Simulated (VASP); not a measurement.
# Ti (Im-3m) in VASP: further runs

The runs below take Ti through single point, with PBEsol.

Everything below comes from runs of VASP 6.6.1. Logs are shortened: lines on timing, memory, paths and dates and some standing lists are left out, and cuts for length are marked.

**1. The cell of the first run**

It takes space group Im-3m (No. 229, cubic). The conventional cell has a = 3.238 Å, b = 3.238 Å, c = 3.238 Å, α = 90.00°, β = 90.00°, γ = 90.00°. Ti (site symmetry m-3m) has 14 Ti at 2.80 to 3.24 Å within 3.7 Å.

**2. Single point, PBEsol (volume scaled by 0.96)**

INCAR

```
PREC     = Accurate       # precision mode
ENCUT    = 520            # plane-wave cutoff, eV
EDIFF    = 1E-6           # SCF threshold, eV
ISMEAR   = -1             # smearing method
SIGMA    = 0.05           # smearing width, eV
LREAL    = False          # projectors in reciprocal space
LASPH    = True           # aspherical terms in the spheres
NELM     = 60             # most SCF steps
ALGO     = Normal         # electronic algorithm
ISIF     = 2              # what is computed and relaxed
LWAVE    = False          # write WAVECAR
LCHARG   = False          # write CHGCAR
GGA      = PS             # functional
NBANDS   = 12             # bands
```

KPOINTS

```
regular mesh
0
Gamma
  14 14 14
```

POSCAR

```
Ti
1.0
   -1.6188216056      1.6188216056      1.6188216056
    1.6188216056     -1.6188216056      1.6188216056
    1.6188216056      1.6188216056     -1.6188216056
Ti
1
Direct
    0.0000000000      0.0000000000      0.0000000000
```

Potentials or basis: VASP PAW PBE potentials, release 64 (Ti_sv).

On the command line:

```console
$ cat potpaw_PBE.64/Ti_sv/POTCAR > POTCAR
$ mpirun -np 1 vasp_std > vasp.out
```

OUTCAR:

```text
PREC = Accurate
   ENCUT = 520
   EDIFF = 1E-6
   ISMEAR = -1
   LREAL = False
   LASPH = True
   NELM = 60
   ISIF = 2
   GGA = PS

 ion  position               nearest neighbor table
   1  0.000  0.000  0.000-

  LATTYP: Found a body centered cubic cell.
 ALAT       =     3.2376432112

  Lattice vectors:

 A1 = (  -1.6188216056,   1.6188216056,   1.6188216056)
 A2 = (   1.6188216056,  -1.6188216056,   1.6188216056)
 A3 = (   1.6188216056,   1.6188216056,  -1.6188216056)

Analysis of symmetry for initial positions (statically):
=====================================================================
 Subroutine PRICEL returns:
 Original cell was already a primitive cell.

 Routine SETGRP: Setting up the symmetry group for a
 body centered cubic supercell.

 Subroutine GETGRP returns: Found 48 space group operations
 (whereof 48 operations were pure point group operations)
 out of a pool of 48 trial point group operations.

The static configuration has the point symmetry O_h .

Analysis of symmetry for dynamics (positions and initial velocities):
=====================================================================
 Subroutine PRICEL returns:
 Original cell was already a primitive cell.

 Routine SETGRP: Setting up the symmetry group for a
 body centered cubic supercell.

 Subroutine GETGRP returns: Found 48 space group operations
 (whereof 48 operations were pure point group operations)
 out of a pool of 48 trial point group operations.

The dynamic configuration has the point symmetry O_h .

 Subroutine INISYM returns: Found 48 space group operations
 (whereof 48 operations are pure point group operations),
 and found     1 'primitive' translations

----------------------------------------------------------------------------------------

                                     Primitive cell

  volume of cell :      16.9690

  direct lattice vectors                    reciprocal lattice vectors
    -1.618821606  1.618821606  1.618821606     0.000000000  0.308866646  0.308866646
     1.618821606 -1.618821606  1.618821606     0.308866646  0.000000000  0.308866646
     1.618821606  1.618821606 -1.618821606     0.308866646  0.308866646  0.000000000

  length of vectors
     2.803881269  2.803881269  2.803881269     0.436803400  0.436803400  0.436803400

  position of ions in fractional coordinates (direct lattice)
     0.000000000  0.000000000  0.000000000

  ion indices of the primitive-cell ions
   primitive index   ion index
                 1           1

----------------------------------------------------------------------------------------

 KPOINTS: regular mesh

Automatic generation of k-mesh.
 Grid dimensions read from file:
 generate k-points for:   14   14   14

 Generating k-lattice:

  Cartesian coordinates                     Fractional coordinates (reciprocal lattice)
     0.000000000  0.022061903  0.022061903     0.071428571  0.000000000  0.000000000
     0.022061903  0.000000000  0.022061903     0.000000000  0.071428571  0.000000000
     0.022061903  0.022061903  0.000000000     0.000000000  0.000000000  0.071428571

  Length of vectors
     0.031200243  0.031200243  0.031200243

  Shift w.r.t. Gamma in fractional coordinates (k-lattice)
     0.000000000  0.000000000  0.000000000

 Subroutine IBZKPT returns following result:
 ===========================================

 Found    104 irreducible k-points:

 Following reciprocal coordinates:
            Coordinates               Weight
  0.000000  0.000000  0.000000      1.000000
  0.071429  0.000000  0.000000     12.000000
  0.142857  0.000000  0.000000     12.000000
  0.214286  0.000000  0.000000     12.000000
  0.285714  0.000000  0.000000     12.000000
  0.357143  0.000000  0.000000     12.000000
[... 16 lines left out ...]
  0.285714  0.285714  0.000000     24.000000
  0.357143  0.285714  0.000000     24.000000
 [... further k-points ...]
   k-points           NKPTS =    104   k-points in BZ     NKDIM =    104   number of bands    NBANDS=     12
   number of dos      NEDOS =    301   number of ions     NIONS =      1
   total plane-waves  NPLWV =  13824
   dimension x,y,z NGX =    24 NGY =   24 NGZ =   24
   dimension x,y,z NGXF=    48 NGYF=   48 NGZF=   48
   ions per type =               1
   NGX,Y,Z   is equivalent  to a cutoff of  14.23, 14.23, 14.23 a.u.
   NGXF,Y,Z  is equivalent  to a cutoff of  28.46, 28.46, 28.46 a.u.
 SYSTEM =  unknown system
   PREC   = accura    normal or accurate (medium, high low for compatibility)
   ISTART =      0    job   : 0-new  1-cont  2-samecut
   ICHARG =      2    charge: 1-file 2-atom 10-const
   ISPIN  =      1    spin polarized calculation?
   LNONCOLLINEAR =      F non collinear calculations
   LSORBIT =      F    spin-orbit coupling
   LASPH  =      T    aspherical Exc in radial PAW
   ENCUT  =  520.0 eV  38.22 Ry    6.18 a.u.   5.21  5.21  5.21*2*pi/ulx,y,z
   NELM   =     60;   NELMIN=  2; NELMDL= -5     # of ELM steps
   EDIFF  = 0.1E-05   stopping-criterion for ELM
   LREAL  =      F    real-space projection
   EDIFFG = 0.1E-04   stopping-criterion for IOM
   NSW    =      0    number of steps for IOM
   IBRION =     -1    ionic relax: 0-MD 1-quasi-New 2-CG
   NFREE  =      0    steps in history (QN), initial steepest desc. (CG)
   ISIF   =      2    stress and relaxation
   ISYM   =      2    0-nonsym 1-usesym 2-fastsym
   POTIM  = 0.5000    time-step for ionic-motion
   TEBEG  =    0.0;   TEEND  =   0.0 temperature during run
   PSTRESS=    0.0 pullay stress
   NELECT =      12.0000    total number of electrons
   NUPDOWN=      -1.0000    fix difference up-down
   EMIN   =  10.00;   EMAX   =-10.00  energy-range for DOS
   EFERMI =   0.00;   METHOD = LEGACY
   ISMEAR =    -1;   SIGMA  =   0.05  broadening in eV -4-tet -1-fermi 0-gaus
   EFERMI_NEDOS =   21; number of points for ismear=-14 and -15
   IALGO  =     38    algorithm
   IMIX   =      4    mixing-type and parameters
     AMIX     =   0.40;   BMIX     =  1.00
     AMIX_MAG =   1.60;   BMIX_MAG =  1.00
  volume/ion in A,a.u.               =      16.97       114.51
  Fermi-wavevector in a.u.,A,eV,Ry     =   1.458533  2.756228 28.943925  2.127318
  Thomas-Fermi vector in A             =   2.575206
   LORBIT       =      0    0 simple, 1 ext, 2 COOP (PROOUT), +10 PAW based schemes
   GGA     = PS    functional components
   LHFCALC =     F    Hartree Fock is set to
   AEXX    =    0.0000 exact exchange contribution
   IVDW    =     0    specifies the selected vdW correction
   LEPSILON=     F    determine dielectric tensor
   LRPA    =     F    only Hartree local field effects (RPA)
 non-spin polarized calculation
  energy-cutoff  :      520.00
  volume of cell :       16.97
 maximum number of plane-waves:       472
 NGX is ok and might be reduce to    24
   NGX = 11   NGY = 11   NGZ = 11

 number of electron      11.9999996 magnetization

 Free energy of the ion-electron system (eV)
  ---------------------------------------------------
  ext. energy  EPLUGINS =         0.00000000
  ---------------------------------------------------
  free energy    TOTEN  =        -8.23940903 eV

  energy without entropy =       -8.21971751  energy(sigma->0) =       -8.22956327

 E-fermi :   8.1882     XC(G=0): -11.7433

 val. band max:        8.1865144038   @ k =   0.1429   0.1429   0.0714
 cond. band min:       8.1937077740   @ k =  -0.2857   0.3571   0.0714
 fundamental gap:      0.0071933701
 Fermi energy:         8.1881992657

 k-point     1 :       0.0000    0.0000    0.0000
  band No.  band energies     occupation
      1     -48.0531      2.00000
      2     -23.9751      2.00000
      3     -23.9751      2.00000
      4     -23.9751      2.00000
      5       2.1967      2.00000
      6       9.2031      0.00000
      7       9.2031      0.00000
      8       9.2031      0.00000
      9      11.0270      0.00000
     10      11.0270      0.00000
     11      25.7852      0.00000
     12      25.7852      0.00000

 k-point     2 :       0.0714    0.0000    0.0000
  band No.  band energies     occupation
      1     -48.0459      2.00000
      2     -24.0131      2.00000
      3     -23.9867      2.00000
      4     -23.9753      2.00000
      5       2.3753      2.00000
      6       9.1206      0.00000
      7       9.1794      0.00000
      8       9.3345      0.00000
      9      10.9315      0.00000
     10      11.0319      0.00000
     11      25.5346      0.00000
     12      25.7697      0.00000

 k-point     3 :       0.1429    0.0000    0.0000
  band No.  band energies     occupation
      1     -48.0257      2.00000
      2     -24.1187      2.00000
      3     -24.0192      2.00000
      4     -23.9760      2.00000
      5       2.8893      2.00000
      6       8.8973      0.00000
      7       9.0621      0.00000
      8       9.7165      0.00000
      9      10.7544      0.00000
     10      11.0520      0.00000
     11      24.6904      0.00000
     12      25.5015      0.00000

 k-point     4 :       0.2143    0.0000    0.0000
  band No.  band energies     occupation
      1     -47.9963      2.00000
      2     -24.2688      2.00000
      3     -24.0657      2.00000
      4     -23.9771      2.00000
      5       3.6665      2.00000
      6       8.5930      0.00061
      7       8.8034      0.00001
      8      10.3098      0.00000
      9      10.6949      0.00000
     10      11.0978      0.00000
     11      23.1909      0.00000
     12      24.6990      0.00000

 k-point     5 :       0.2857    0.0000    0.0000
  band No.  band energies     occupation
      1     -47.9635      2.00000
      2     -24.4323      2.00000
      3     -24.1170      2.00000
      4     -23.9782      2.00000
      5       4.5544      2.00000
      6       8.2773      0.28825
      7       8.5563      0.00127
      8      10.7868      0.00000
      9      11.0420      0.00000
     10      11.1737      0.00000
     11      21.2857      0.00000
     12      23.6263      0.00000
[... 228 lines left out ...]
      1     -47.9059      2.00000
      2     -24.5834      2.00000
      3     -24.2725      2.00000
      4     -24.0478      2.00000
      5       6.3752      2.00000
      6       7.6723      1.99993
      7       8.1851      1.03119
      8      10.8398      0.00000
      9      11.4574      0.00000
     10      13.4114      0.00000
     11      18.7074      0.00000
     12      19.9049      0.00000

 k-point    22 :       0.3571    0.2143   -0.0000
  band No.  band energies     occupation
      1     -47.8946      2.00000
      2     -24.6039      2.00000
      3     -24.3202      2.00000
      4     -24.0518      2.00000
      5       6.5661      2.00000
      6       7.7299      1.99979
      7       8.2143      0.74466
      8      10.9673      0.00000
      9      11.5065      0.00000
     10      14.2643      0.00000
     11      17.2951      0.00000
     12      19.4824      0.00000

 k-point    23 :       0.2857    0.2857    0.0000
  band No.  band energies     occupation
      1     -47.8930      2.00000
      2     -24.5627      2.00000
      3     -24.3645      2.00000
      4     -24.0606      2.00000
      5       6.8995      2.00000
      6       7.5351      2.00000
      7       8.0377      1.90603
      8      11.0129      0.00000
      9      11.4287      0.00000
     10      14.6078      0.00000
     11      18.0116      0.00000
     12      18.2192      0.00000

 k-point    24 :       0.3571    0.2857    0.0000
  band No.  band energies     occupation
      1     -47.8884      2.00000
      2     -24.5339      2.00000
      3     -24.4196      2.00000
      4     -24.0643      2.00000
      5       7.0625      2.00000
      6       7.6442      1.99996
      7       7.8514      1.99763
      8      11.1377      0.00000
      9      11.3807      0.00000
     10      15.5461      0.00000
     11      16.9003      0.00000
     12      17.9436      0.00000

 [... further k-points ...]
[... 5 lines left out ...]
  --------------------------------------------------------------------------------------
  -------------------------------------------------------------------------------------
  Total       -0.3141313     -0.3141313     -0.3141313     -0.0000000     -0.0000000      0.0000000
  in kB      -29.6595655    -29.6595655    -29.6595655     -0.0000000     -0.0000000      0.0000000
  external PRESSURE =     -29.6595655 kB  Pullay stress =       0.0000000 kB

 VOLUME and BASIS-vectors are now :
 -----------------------------------------------------------------------------
  energy-cutoff  :      520.00
  volume of cell :       16.97
      direct lattice vectors                 reciprocal lattice vectors
    -1.618821606  1.618821606  1.618821606     0.000000000  0.308866646  0.308866646
     1.618821606 -1.618821606  1.618821606     0.308866646  0.000000000  0.308866646
     1.618821606  1.618821606 -1.618821606     0.308866646  0.308866646  0.000000000

 POSITION                                       TOTAL-FORCE (eV/Angst)
 -----------------------------------------------------------------------------------
      0.00000      0.00000      0.00000        -0.000000     -0.000000     -0.000000
 -----------------------------------------------------------------------------------
    total drift:                                0.000000      0.000000     -0.000000

  FREE ENERGIE OF THE ION-ELECTRON SYSTEM (eV)
  ---------------------------------------------------
  free  energy   TOTEN  =        -8.2394090337 eV

  energy  without entropy=       -8.2197175086  energy(sigma->0) =       -8.22956327
```

It took 34 s on 1 thread of Intel Xeon 8259CL, shared host; peak memory 0.15 GiB.

Results:

* Free energy: -8.2394 eV
* Pressure: -3.0 GPa
* Band gap on the k mesh: zero (band 6 reaches 9.20 eV, above the bottom of band 7 at 7.53 eV)

Caveat: the PAW data sets were made with another functional, which shifts forces and pressure a little.

(Part 1 of 2 ends here.)
